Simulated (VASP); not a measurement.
# Cu (P2/m) in VASP: single point with r2SCAN

Aim: the single point of Cu with r2SCAN.

All numbers are computed with VASP 6.6.1; they aren't measurements. Logs are shortened: lines on timing, memory, paths and dates and some standing lists are left out, and cuts for length are marked.

## 1. The cell of the first run

It takes space group P2/m (No. 10, monoclinic). Conventional cell: a = 11.570 Å, b = 2.238 Å, c = 22.224 Å, α = 90.00°, β = 101.93°, γ = 90.00°. Cu (site symmetry 2/m) has 2 Cu at 2.24 Å within 3.0 Å.

## 2. Single point, r2SCAN

Input file POSCAR:

```
Cu
1.0
   11.5702540000      0.0000000000      0.0000000000
    0.0000000000      2.2382120000      0.0000000000
   -4.5956240000      0.0000000000     21.7433880000
Cu
1
Direct
    0.5000000000      0.5000000000      0.5000000000
```

Input file INCAR.step1:

```
SYSTEM = Cu
PREC = Accurate
ENCUT = 520
ISMEAR = 0
SIGMA = 0.1
LREAL = .FALSE.
LASPH = .TRUE.
NELM = 100
NBANDS = 12
GGA = PE
ALGO = Normal
EDIFF = 1E-4
LWAVE = .TRUE.
LCHARG = .FALSE.
```

Input file INCAR.step2:

```
SYSTEM = Cu
PREC = Accurate
ENCUT = 520
EDIFF = 1E-7
ISMEAR = 0
SIGMA = 0.1
LREAL = .FALSE.
LASPH = .TRUE.
NELM = 100
ALGO = Normal
ISIF = 2
LWAVE = .FALSE.
LCHARG = .FALSE.
METAGGA = R2SCAN
LMIXTAU = .TRUE.
NBANDS = 12
ISTART = 1
```

Input file KPOINTS:

```
Automatic mesh
0
G
  3 15 2
  0 0 0
```

Potentials or basis: VASP PAW PBE potentials, release 64 (Cu).

On the command line:

```
> cat potpaw_PBE.64/Cu/POTCAR > POTCAR
> cp INCAR.step1 INCAR
> mpirun -np 1 vasp_std > vasp.out
> cp INCAR.step2 INCAR
> mpirun -np 1 vasp_std > vasp.out
```

OUTCAR:

```text
SYSTEM = Cu
   PREC = Accurate
   ENCUT = 520
   EDIFF = 1E-7
   ISMEAR = 0
   LREAL = .FALSE.
   LASPH = .TRUE.
   NELM = 100
   ISIF = 2
   METAGGA = R2SCAN
   ISTART = 1

 ion  position               nearest neighbor table
   1  0.500  0.500  0.500-

  LATTYP: Found a simple monoclinic cell.
 ALAT       =    11.5702540000
 B/A-ratio  =     0.1934453643
 C/A-ratio  =     1.9207652137
 COS(beta)  =    -0.2067889433

  Lattice vectors:

 A1 = (  11.5702540000,   0.0000000000,   0.0000000000)
 A2 = (   0.0000000000,   2.2382120000,   0.0000000000)
 A3 = (  -4.5956240000,   0.0000000000,  21.7433880000)

Analysis of symmetry for initial positions (statically):
=====================================================================
 Subroutine PRICEL returns:
 Original cell was already a primitive cell.

 Routine SETGRP: Setting up the symmetry group for a
 simple monoclinic supercell.

 Subroutine GETGRP returns: Found  4 space group operations
 (whereof  4 operations were pure point group operations)
 out of a pool of  4 trial point group operations.

The static configuration has the point symmetry C_2h.

Analysis of symmetry for dynamics (positions and initial velocities):
=====================================================================
 Subroutine PRICEL returns:
 Original cell was already a primitive cell.

 Routine SETGRP: Setting up the symmetry group for a
 simple monoclinic supercell.

 Subroutine GETGRP returns: Found  4 space group operations
 (whereof  4 operations were pure point group operations)
 out of a pool of  4 trial point group operations.

The dynamic configuration has the point symmetry C_2h.

 Subroutine INISYM returns: Found  4 space group operations
 (whereof  4 operations are pure point group operations),
 and found     1 'primitive' translations

----------------------------------------------------------------------------------------

                                     Primitive cell

  volume of cell :     563.0816

  direct lattice vectors                    reciprocal lattice vectors
    11.570254000  0.000000000  0.000000000     0.086428526  0.000000000  0.018267301
     0.000000000  2.238212000  0.000000000     0.000000000  0.446785202  0.000000000
    -4.595624000  0.000000000 21.743388000     0.000000000  0.000000000  0.045990993

  length of vectors
    11.570254000  2.238212000 22.223741397     0.088337899  0.446785202  0.045990993

  position of ions in fractional coordinates (direct lattice)
     0.500000000  0.500000000  0.500000000

  ion indices of the primitive-cell ions
   primitive index   ion index
                 1           1

----------------------------------------------------------------------------------------

 KPOINTS: Automatic mesh

Automatic generation of k-mesh.
 Grid dimensions read from file:
 generate k-points for:    3   15    2

 Generating k-lattice:

  Cartesian coordinates                     Fractional coordinates (reciprocal lattice)
     0.028809509  0.000000000  0.006089100     0.333333333  0.000000000  0.000000000
     0.000000000  0.029785680  0.000000000     0.000000000  0.066666667  0.000000000
     0.000000000  0.000000000  0.022995496     0.000000000  0.000000000  0.500000000

  Length of vectors
     0.029445966  0.029785680  0.022995496

  Shift w.r.t. Gamma in fractional coordinates (k-lattice)
     0.000000000  0.000000000  0.000000000

 Subroutine IBZKPT returns following result:
 ===========================================

 Found     32 irreducible k-points:

 Following reciprocal coordinates:
            Coordinates               Weight
  0.000000  0.000000  0.000000      1.000000
  0.333333  0.000000  0.000000      2.000000
  0.000000  0.066667  0.000000      2.000000
  0.333333  0.066667  0.000000      4.000000
  0.000000  0.133333  0.000000      2.000000
  0.333333  0.133333  0.000000      4.000000
[... 16 lines left out ...]
  0.000000  0.200000  0.500000      2.000000
  0.333333  0.200000  0.500000      4.000000
 [... further k-points ...]
   k-points           NKPTS =     32   k-points in BZ     NKDIM =     32   number of bands    NBANDS=     12
   number of dos      NEDOS =    301   number of ions     NIONS =      1
   total plane-waves  NPLWV = 272160
   dimension x,y,z NGX =    90 NGY =   18 NGZ =  168
   dimension x,y,z NGXF=   180 NGYF=   36 NGZF=  336
   ions per type =               1
   NGX,Y,Z   is equivalent  to a cutoff of  12.93, 13.37, 12.57 a.u.
   NGXF,Y,Z  is equivalent  to a cutoff of  25.86, 26.74, 25.13 a.u.
 SYSTEM =  Cu
   PREC   = accura    normal or accurate (medium, high low for compatibility)
   ISTART =      1    job   : 0-new  1-cont  2-samecut
   ICHARG =      0    charge: 1-file 2-atom 10-const
   ISPIN  =      1    spin polarized calculation?
   LNONCOLLINEAR =      F non collinear calculations
   LSORBIT =      F    spin-orbit coupling
   LASPH  =      T    aspherical Exc in radial PAW
   ENCUT  =  520.0 eV  38.22 Ry    6.18 a.u.  21.51  4.16 41.32*2*pi/ulx,y,z
   NELM   =    100;   NELMIN=  2; NELMDL=  0     # of ELM steps
   EDIFF  = 0.1E-06   stopping-criterion for ELM
   LREAL  =      F    real-space projection
   EDIFFG = 0.1E-05   stopping-criterion for IOM
   NSW    =      0    number of steps for IOM
   IBRION =     -1    ionic relax: 0-MD 1-quasi-New 2-CG
   NFREE  =      0    steps in history (QN), initial steepest desc. (CG)
   ISIF   =      2    stress and relaxation
   ISYM   =      2    0-nonsym 1-usesym 2-fastsym
   POTIM  = 0.5000    time-step for ionic-motion
   TEBEG  =    0.0;   TEEND  =   0.0 temperature during run
   PSTRESS=    0.0 pullay stress
   NELECT =      11.0000    total number of electrons
   NUPDOWN=      -1.0000    fix difference up-down
   EMIN   =  10.00;   EMAX   =-10.00  energy-range for DOS
   EFERMI =   0.00;   METHOD = LEGACY
   ISMEAR =     0;   SIGMA  =   0.10  broadening in eV -4-tet -1-fermi 0-gaus
   EFERMI_NEDOS =   21; number of points for ismear=-14 and -15
   IALGO  =     38    algorithm
   IMIX   =      4    mixing-type and parameters
     AMIX     =   0.40;   BMIX     =  1.00
     AMIX_MAG =   1.60;   BMIX_MAG =  1.00
  volume/ion in A,a.u.               =     563.08      3799.86
  Fermi-wavevector in a.u.,A,eV,Ry     =   0.440909  0.833197  2.644978  0.194400
  Thomas-Fermi vector in A             =   1.415886
   LORBIT       =      0    0 simple, 1 ext, 2 COOP (PROOUT), +10 PAW based schemes
   METAGGA = R2SCAN    functional components
   LHFCALC =     F    Hartree Fock is set to
   AEXX    =    0.0000 exact exchange contribution
   IVDW    =     0    specifies the selected vdW correction
   LEPSILON=     F    determine dielectric tensor
   LRPA    =     F    only Hartree local field effects (RPA)
 non-spin polarized calculation
 Gauss-broadening in eV      SIGMA  =   0.10
  energy-cutoff  :      520.00
  volume of cell :      563.08
 maximum number of plane-waves:     15244
 NGX is ok and might be reduce to    90
   NGX = 43   NGY =  9   NGZ = 83

 number of electron      11.0000002 magnetization

 Free energy of the ion-electron system (eV)
  ---------------------------------------------------
  ext. energy  EPLUGINS =         0.00000000
  ---------------------------------------------------
  free energy    TOTEN  =        -8.49233525 eV

  energy without entropy =       -8.48056998  energy(sigma->0) =       -8.48645262

 E-fermi :  -4.9702     XC(G=0):  -0.6523

 val. band max:       -5.0507047257   @ k =   0.3333   0.0000   0.0000
 cond. band min:      -4.9501587200   @ k =   0.0000   0.2667   0.5000
 fundamental gap:      0.1005460056
 Fermi energy:        -4.9701779781

 k-point     1 :       0.0000    0.0000    0.0000
  band No.  band energies     occupation
      1      -8.5987      2.00000
      2      -6.1991      2.00000
      3      -5.9984      2.00000
      4      -5.9976      2.00000
      5      -5.0509      1.74661
      6      -5.0507      1.74523
      7      -1.9769      0.00000
      8      -1.9703      0.00000
      9       0.2062      0.00000
     10       0.5517      0.00000
     11       0.6116      0.00000
     12       1.1884      0.00000

 k-point     2 :       0.3333    0.0000    0.0000
  band No.  band energies     occupation
      1      -8.5987      2.00000
      2      -6.1991      2.00000
      3      -5.9984      2.00000
      4      -5.9976      2.00000
      5      -5.0509      1.74662
      6      -5.0507      1.74522
      7      -1.9792      0.00000
      8      -1.9759      0.00000
      9       0.3683      0.00000
     10       0.6279      0.00000
     11       0.7827      0.00000
     12       0.8018      0.00000

 k-point     3 :       0.0000    0.0667    0.0000
  band No.  band energies     occupation
      1      -8.4315      2.00000
      2      -6.1301      2.00000
      3      -5.9793      2.00000
      4      -5.9785      2.00000
      5      -5.1820      1.99726
      6      -5.1817      1.99723
      7      -1.7692      0.00000
      8      -1.7621      0.00000
      9       0.3387      0.00000
     10       0.6844      0.00000
     11       0.7478      0.00000
     12       1.3215      0.00000
[... 286 lines left out ...]
 k-point    23 :       0.0000    0.2000    0.5000
  band No.  band energies     occupation
      1      -7.1851      2.00000
      2      -5.8911      2.00000
      3      -5.8909      2.00000
      4      -5.8460      2.00000
      5      -5.8453      2.00000
      6      -5.5645      2.00000
      7      -0.3691      0.00000
      8      -0.3582      0.00000
      9       1.4553      0.00000
     10       1.5571      0.00000
     11       2.0955      0.00000
     12       2.2639      0.00000

 k-point    24 :       0.3333    0.2000    0.5000
  band No.  band energies     occupation
      1      -7.1851      2.00000
      2      -5.8911      2.00000
      3      -5.8909      2.00000
      4      -5.8460      2.00000
      5      -5.8453      2.00000
      6      -5.5644      2.00000
      7      -0.3726      0.00000
      8      -0.3674      0.00000
      9       1.6103      0.00000
     10       1.7133      0.00000
     11       1.9902      0.00000
     12       2.1114      0.00000

 [... further k-points ...]

------------------------ aborting loop because EDIFF is reached ----------------------------------------

  FORCE on cell =-STRESS in cart. coord.  units (eV):
  Direction    XX          YY          ZZ          XY          YZ          ZX
  --------------------------------------------------------------------------------------
  -------------------------------------------------------------------------------------
  Total       -0.0038194      0.3822824     -0.0085455      0.0000000      0.0000000     -0.0027969
  in kB       -0.0108675      1.0877361     -0.0243152      0.0000000      0.0000000     -0.0079581
  external PRESSURE =       0.3508511 kB  Pullay stress =       0.0000000 kB

 VOLUME and BASIS-vectors are now :
 -----------------------------------------------------------------------------
  energy-cutoff  :      520.00
  volume of cell :      563.08
      direct lattice vectors                 reciprocal lattice vectors
    11.570254000  0.000000000  0.000000000     0.086428526  0.000000000  0.018267301
     0.000000000  2.238212000  0.000000000     0.000000000  0.446785202  0.000000000
    -4.595624000  0.000000000 21.743388000     0.000000000  0.000000000  0.045990993

 POSITION                                       TOTAL-FORCE (eV/Angst)
 -----------------------------------------------------------------------------------
      3.48732      1.11911     10.87169         0.000000      0.000000      0.000000
 -----------------------------------------------------------------------------------
    total drift:                                0.000000     -0.000000     -0.000000

  FREE ENERGIE OF THE ION-ELECTRON SYSTEM (eV)
  ---------------------------------------------------
  free  energy   TOTEN  =        -8.4923352548 eV

  energy  without entropy=       -8.4805699828  energy(sigma->0) =       -8.48645262
```

Wall time 29 min (1 thread of Intel Xeon Platinum 8259CL at 2.50GHz (Skylake/Cascade Lake), shared host); peak memory 0.75 GiB.

Results:

```
Free energy            : -8.4923 eV
Pressure               : 0.0 GPa
Band gap on the k mesh : zero (an odd number of electrons rules out a gap without spin polarisation)
```

Levels at points of the mesh, in eV from the Fermi level:
| k point | band 3 | band 4 | band 5 | band 6 | band 7 | band 8 |
| --- | --- | --- | --- | --- | --- | --- |
| (0.00, 0.00, 0.00) | -1.03 | -1.03 | -0.08 | -0.08 | 2.99 | 3.00 |
| (0.00, 0.00, 0.50) | -1.03 | -1.03 | -0.08 | -0.08 | 2.99 | 3.00 |

Caveat: the PAW data sets were made with another functional, which shifts forces and pressure a little.
